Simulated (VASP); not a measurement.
Crystal: Sc3Te2.

```
Sc Te
1.0
     4.07124    0.00000    0.00000
     0.00000    4.07124    0.00000
     0.00000    0.00000    7.36750
Sc Te
3 2
Direct
  0.50000 0.50000 0.84130
  0.50000 0.50000 0.15870
  0.50000 0.50000 0.50000
  0.00000 0.00000 0.00000
  0.00000 0.00000 0.50000
```

- Program: VASP 6.6.1
- Task: relaxation of cell and atoms
- Functional: PBE
- Potentials or basis: VASP PAW PBE potentials, release 64 (Sc_sv, Te)
- Cutoff: 600 eV
- k mesh: 4 × 4 × 4
- Occupations: gaussian, width 0.1 eV
- Spin: no spin polarisation

At the start: pressure 4.2 GPa; volume 24.42 Å³/atom.

Q: Where does the relaxation end?

A: Over 8 steps the energy falls by 328.0 meV/atom and the volume is 27.68 Å³/atom (+13.3 %); space group P4/mmm (No. 123, to 0.05 Å).

Step by step:
| step | energy change (eV) | largest force (eV/Å) | pressure (GPa) | volume (Å³) |
| --- | --- | --- | --- | --- |
| 1 | 0.0000 | 1.2791 | 4.16 | 122.12 |
| 2 | -1.4575 | 0.0867 | 1.09 | 132.62 |
| 3 | -1.6102 | 0.4482 | -0.24 | 137.20 |
| 4 | -1.6106 | 0.4632 | -0.31 | 137.48 |
| 5 | -1.6297 | 0.2482 | 0.34 | 136.47 |
| 6 | -1.6314 | 0.1643 | 0.61 | 136.08 |
| 7 | -1.6399 | 0.0418 | 0.03 | 138.04 |
| 8 | -1.6400 | 0.0175 | -0.07 | 138.41 |

Final structure:
```yaml
crystal:
  lattice:
    - [3.92192, 0.00000, 0.00000]
    - [0.00000, 3.92192, 0.00000]
    - [0.00000, 0.00000, 8.99858]
  atoms:
    - { symbol: Sc, position: [0.50000, 0.50000, 0.83558] }
    - { symbol: Sc, position: [0.50000, 0.50000, 0.16442] }
    - { symbol: Sc, position: [0.50000, 0.50000, 0.50000] }
    - { symbol: Te, position: [0.00000, 0.00000, 0.00000] }
    - { symbol: Te, position: [0.00000, 0.00000, 0.50000] }
```

Caveat: the k points lie up to 0.40 Å⁻¹ apart in the final cell.
